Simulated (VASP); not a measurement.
# TeW in VASP: a series of runs

The runs below take TeW through single point, with PBEsol.

All numbers are computed with VASP 6.6.1; they aren't measurements. Logs are shortened: lines on timing, memory, paths and dates and some standing lists are left out, and cuts for length are marked.

### 1 The cell of the first run

It takes space group Fm-3m (No. 225, cubic). The conventional cell has a = 5.566 Å, b = 5.566 Å, c = 5.566 Å, α = 90.00°, β = 90.00°, γ = 90.00°. Within 3.7 Å of W (site symmetry m-3m) lie 6 Te at 2.78 Å. Within 3.7 Å of Te (site symmetry m-3m) lie 6 W at 2.78 Å.

### 2 Single point, PBEsol, collinear spin

Input file INCAR:

```
PREC = Accurate
ENCUT = 520
EDIFF = 1E-6
ISMEAR = 0
SIGMA = 0.1
LREAL = F
LASPH = T
NELM = 150
ALGO = Normal
ISIF = 2
LWAVE = F
LCHARG = F
ISPIN = 2
MAGMOM = 1.41 0.01
LORBIT = 11
NUPDOWN = 1.75
LMAXMIX = 4
GGA = PS
NBANDS = 21
```

Input file KPOINTS:

```
regular mesh
0
Gamma
  14 14 14
```

Input file POSCAR:

```
TeW
1.0
    0.0000000000      2.7828287135      2.7828287135
    2.7828287135      0.0000000000      2.7828287135
    2.7828287135      2.7828287135      0.0000000000
W Te
1 1
Direct
    0.0000000000      0.0000000000      0.0000000000
    0.5000000000      0.5000000000      0.5000000000
```

Potentials or basis: VASP PAW PBE potentials, release 64 (W_sv, Te).

Command:

```bash
> cat potpaw_PBE.64/W_sv/POTCAR potpaw_PBE.64/Te/POTCAR > POTCAR
> mpirun -np 1 vasp_std > vasp.out
```

OUTCAR:

```text
PREC = Accurate
   ENCUT = 520
   EDIFF = 1E-6
   ISMEAR = 0
   LREAL = F
   LASPH = T
   NELM = 150
   ISIF = 2
   ISPIN = 2
   LORBIT = 11
   NUPDOWN = 1.75
   GGA = PS

 ion  position               nearest neighbor table
   1  0.000  0.000  0.000-   2 2.78   2 2.78   2 2.78   2 2.78   2 2.78   2 2.78
   2  0.500  0.500  0.500-   1 2.78   1 2.78   1 2.78   1 2.78   1 2.78   1 2.78

  LATTYP: Found a face centered cubic cell.
 ALAT       =     5.5656574270

  Lattice vectors:

 A1 = (   0.0000000000,   2.7828287135,   2.7828287135)
 A2 = (   2.7828287135,   0.0000000000,   2.7828287135)
 A3 = (   2.7828287135,   2.7828287135,   0.0000000000)

Analysis of symmetry for initial positions (statically):
=====================================================================
 Subroutine PRICEL returns:
 Original cell was already a primitive cell.

 Routine SETGRP: Setting up the symmetry group for a
 face centered cubic supercell.

 Subroutine GETGRP returns: Found 48 space group operations
 (whereof 48 operations were pure point group operations)
 out of a pool of 48 trial point group operations.

The static configuration has the point symmetry O_h .

Analysis of symmetry for dynamics (positions and initial velocities):
=====================================================================
 Subroutine PRICEL returns:
 Original cell was already a primitive cell.

 Routine SETGRP: Setting up the symmetry group for a
 face centered cubic supercell.

 Subroutine GETGRP returns: Found 48 space group operations
 (whereof 48 operations were pure point group operations)
 out of a pool of 48 trial point group operations.

The dynamic configuration has the point symmetry O_h .

Analysis of structural, dynamic, and magnetic symmetry:
=====================================================================
 Subroutine PRICEL returns:
 Original cell was already a primitive cell.

 Routine SETGRP: Setting up the symmetry group for a
 face centered cubic supercell.

 Subroutine GETGRP returns: Found 48 space group operations
 (whereof 48 operations were pure point group operations)
 out of a pool of 48 trial point group operations.

The overall configuration has the point symmetry O_h .

 Subroutine INISYM returns: Found 48 space group operations
 (whereof 48 operations are pure point group operations),
 and found     1 'primitive' translations

----------------------------------------------------------------------------------------

[... 114 lines left out ...]
  Fermi-wavevector in a.u.,A,eV,Ry     =   1.267423  2.395083 21.855880  1.606362
  Thomas-Fermi vector in A             =   2.400572
   LORBIT       =     11    0 simple, 1 ext, 2 COOP (PROOUT), +10 PAW based schemes
   GGA     = PS    functional components
   LHFCALC =     F    Hartree Fock is set to
   AEXX    =    0.0000 exact exchange contribution
   IVDW    =     0    specifies the selected vdW correction
   LEPSILON=     F    determine dielectric tensor
   LRPA    =     F    only Hartree local field effects (RPA)
 spin polarized calculation
 Gauss-broadening in eV      SIGMA  =   0.10
  energy-cutoff  :      520.00
  volume of cell :       43.10
 maximum number of plane-waves:      1211
 NGX is ok and might be reduce to    30

 number of electron      20.0000001 magnetization       1.7500202

 Free energy of the ion-electron system (eV)
  ---------------------------------------------------
  ext. energy  EPLUGINS =         0.00000000
  ---------------------------------------------------
  free energy    TOTEN  =       -14.43657108 eV

  energy without entropy =      -14.42356753  energy(sigma->0) =      -14.43006931

 E-fermi :   9.9542     XC(G=0): -11.6048

 val. band max:        9.9421696872   @ k =   0.5000   0.5000   0.0000
 cond. band min:       9.9098943669   @ k =   0.4286   0.2857   0.0000
 fundamental gap:     -0.0322753203
 Fermi energy:         9.9024499045

 spin component 1

 k-point     1 :       0.0000    0.0000    0.0000
  band No.  band energies     occupation
      1     -64.4304      1.00000
      2     -28.7774      1.00000
      3     -28.7774      1.00000
      4     -28.7774      1.00000
      5      -4.4982      1.00000
      6       7.8485      1.00000
[... 565 lines left out ...]
     20      23.2366      0.00000
     21      23.9667      0.00000

 [... further k-points ...]

 spin component 2

 k-point     1 :       0.0000    0.0000    0.0000
  band No.  band energies     occupation
      1     -63.8264      1.00000
      2     -27.9645      1.00000
      3     -27.9645      1.00000
      4     -27.9645      1.00000
      5      -4.3244      1.00000
      6       8.6976      1.00000
[... 565 lines left out ...]
     20      23.6413      0.00000
     21      24.3533      0.00000

 [... further k-points ...]

------------------------ aborting loop because EDIFF is reached ----------------------------------------

  FORCE on cell =-STRESS in cart. coord.  units (eV):
  Direction    XX          YY          ZZ          XY          YZ          ZX
  --------------------------------------------------------------------------------------
  -------------------------------------------------------------------------------------
  Total       -0.0927934     -0.0927934     -0.0927934      0.0000000      0.0000000     -0.0000000
  in kB       -3.4493579     -3.4493579     -3.4493579      0.0000000      0.0000000     -0.0000000
  external PRESSURE =      -3.4493579 kB  Pullay stress =       0.0000000 kB

 VOLUME and BASIS-vectors are now :
 -----------------------------------------------------------------------------
  energy-cutoff  :      520.00
  volume of cell :       43.10
      direct lattice vectors                 reciprocal lattice vectors
     0.000000000  2.782828713  2.782828713    -0.179673293  0.179673293  0.179673293
     2.782828713  0.000000000  2.782828713     0.179673293 -0.179673293  0.179673293
     2.782828713  2.782828713  0.000000000     0.179673293  0.179673293 -0.179673293

 POSITION                                       TOTAL-FORCE (eV/Angst)
 -----------------------------------------------------------------------------------
      0.00000      0.00000      0.00000         0.000000      0.000000      0.000000
      2.78283      2.78283      2.78283        -0.000000     -0.000000      0.000000
 -----------------------------------------------------------------------------------
    total drift:                               -0.000000      0.000000      0.000000

  FREE ENERGIE OF THE ION-ELECTRON SYSTEM (eV)
  ---------------------------------------------------
  free  energy   TOTEN  =       -14.4365710844 eV

  energy  without entropy=      -14.4235675277  energy(sigma->0) =      -14.43006931

 total charge

# of ion       s       p       d       tot
------------------------------------------
    1        2.340   6.124   3.504  11.968
    2        1.329   2.001   0.140   3.470
--------------------------------------------------
tot          3.668   8.125   3.644  15.438

 magnetization (x)

# of ion       s       p       d       tot
------------------------------------------
    1        0.093   0.012   1.293   1.397
    2        0.004  -0.043   0.029  -0.010
--------------------------------------------------
tot          0.097  -0.031   1.321   1.387
```

OSZICAR:

```text
N       E                     dE             d eps       ncg     rms          rms(c)
DAV:   1     0.145222639039E+03    0.14522E+03   -0.90758E+03  8736   0.916E+02
DAV:   2    -0.904781015968E+01   -0.15427E+03   -0.14893E+03  9706   0.274E+02
DAV:   3    -0.145654523877E+02   -0.55176E+01   -0.54393E+01 10581   0.480E+01
DAV:   4    -0.146258607351E+02   -0.60408E-01   -0.60386E-01  9729   0.549E+00
DAV:   5    -0.146269126984E+02   -0.10520E-02   -0.10519E-02 10292   0.742E-01    0.145E+01
DAV:   6    -0.144461589933E+02    0.18075E+00   -0.95738E-01  9526   0.626E+00    0.631E+00
DAV:   7    -0.144370233883E+02    0.91356E-02   -0.57493E-02  9541   0.176E+00    0.348E+00
DAV:   8    -0.144377392848E+02   -0.71590E-03   -0.11230E-02 10046   0.744E-01    0.147E+00
DAV:   9    -0.144365261345E+02    0.12132E-02   -0.11317E-03 10106   0.175E-01    0.215E-01
DAV:  10    -0.144365875065E+02   -0.61372E-04   -0.22159E-04  9686   0.111E-01    0.101E-01
DAV:  11    -0.144365671375E+02    0.20369E-04   -0.58003E-05  9721   0.521E-02    0.340E-02
DAV:  12    -0.144365714898E+02   -0.43522E-05   -0.66291E-06 10119   0.194E-02    0.120E-02
DAV:  13    -0.144365710844E+02    0.40539E-06   -0.28764E-07  5533   0.382E-03
   1 F= -.14436571E+02 E0= -.14430069E+02  d E =-.130036E-01  mag=     1.7499
```

stdout:

```text
POSCAR found type information on POSCAR W Te
 POSCAR found :  2 types and       2 ions
 scaLAPACK will be used
 -----------------------------------------------------------------------------
|                                                                             |
|                                                                             |
|     You enforced a specific xc type in the INCAR file but a different       |
|     I HOPE YOU KNOW WHAT YOU ARE DOING!                                     |
|                                                                             |
 -----------------------------------------------------------------------------

 LDA part: xc-table for (Slater+PW92), standard interpolation
 POSCAR, INCAR and KPOINTS ok, starting setup
 FFT: planning ... GRIDC
 FFT: planning ... GRID_SOFT
 FFT: planning ... GRID
 WAVECAR not read
 entering main loop
```

It took 1.9 min on 1 thread of Intel Xeon Platinum 8488C (Sapphire Rapids), shared host; peak memory 0.29 GiB.

What came out:

* Free energy: -14.4366 eV
* Pressure: -0.3 GPa
* Net moment: 1.75 μB per cell
* Site moments: W +1.40; Te -0.01 μB
* Valence electrons inside the program's atomic spheres: W 11.97; Te 3.47

Caveat: the PAW data sets were made with another functional, which shifts forces and pressure a little; spin-orbit coupling is left out, which moves the levels of the heavy elements; the total moment is fixed, so each spin has its own Fermi level.

### 3 Single point, PBEsol, collinear spin

This run uses another cell than the first one: it holds 4 atoms, not 2.

Input file INCAR:

```
SYSTEM = TeW
PREC = Accurate
ENCUT = 520
EDIFF = 1E-7
ISMEAR = 0
SIGMA = 0.1
LREAL = .FALSE.
LASPH = .TRUE.
NELM = 150
ALGO = Normal
ISIF = 2
LWAVE = .FALSE.
LCHARG = .FALSE.
ISPIN = 2
MAGMOM = 1 -1 0 0
LORBIT = 11
LMAXMIX = 4
GGA = PS
NBANDS = 32
```

Input file KPOINTS:

```
regular mesh
0
G
  14 14 7
  0 0 0
```

Input file POSCAR:

```
TeW
1.0
    0.0000000000      2.7906581468      2.7906581468
    5.5723989343      2.7906581468      2.7906581468
    5.5723989343      5.5813162936      0.0000000001
W Te
2 2
Direct
    0.0000000000      1.0000000000      1.0000000000
    0.0000000000      1.0000000000      0.5000000000
    0.5000000000      0.5000000000      0.0000000000
    0.5000000000      0.5000000000      0.5000000000
```

Potentials or basis: VASP PAW PBE potentials, release 64 (W_sv, Te).

Command:

```bash
> cat potpaw_PBE.64/W_sv/POTCAR potpaw_PBE.64/Te/POTCAR > POTCAR
> mpirun -np 1 vasp_std > vasp.out
```

It took 29 min on 1 thread of Oxide Virtual Turin-like, shared host; peak memory 0.73 GiB.

Results (log left out):

* Free energy: -28.8667 eV
* Pressure: 0.1 GPa
* Band gap on the k mesh: zero (filled and empty bands overlap)
* Net moment: 0.00 μB per cell
* Site moments: W +1.47, -1.47; Te -0.01, +0.01 μB
* Valence electrons inside the program's atomic spheres: W 11.95; Te 3.48

Levels at points of the mesh, in eV from the Fermi level:
Spin up:
```
           k point  band 18  band 19  band 20  band 21  band 22  band 23
(0.00, 0.00, 0.00)    -1.48    -1.39    -1.36    -1.35    -1.35    -0.48
(0.50, 0.00, 0.00)    -0.51    -0.36     0.48     0.57     0.67     2.26
(0.50, 0.50, 0.00)    -3.27    -0.89    -0.68    -0.43    -0.06     0.04
```
Spin down:
```
           k point  band 17  band 18  band 19  band 20  band 21  band 22  band 23  band 24
(0.00, 0.00, 0.00)    -1.55    -1.48    -1.39    -1.36    -1.35    -1.35    -0.48    -0.34
(0.50, 0.00, 0.00)    -0.52    -0.51    -0.36     0.48     0.57     0.67     2.26     2.32
(0.50, 0.50, 0.00)    -3.27    -3.27    -0.89    -0.68    -0.43    -0.06     0.04     0.70
```

Caveat: the PAW data sets were made with another functional, which shifts forces and pressure a little; spin-orbit coupling is left out, which moves the levels of the heavy elements.
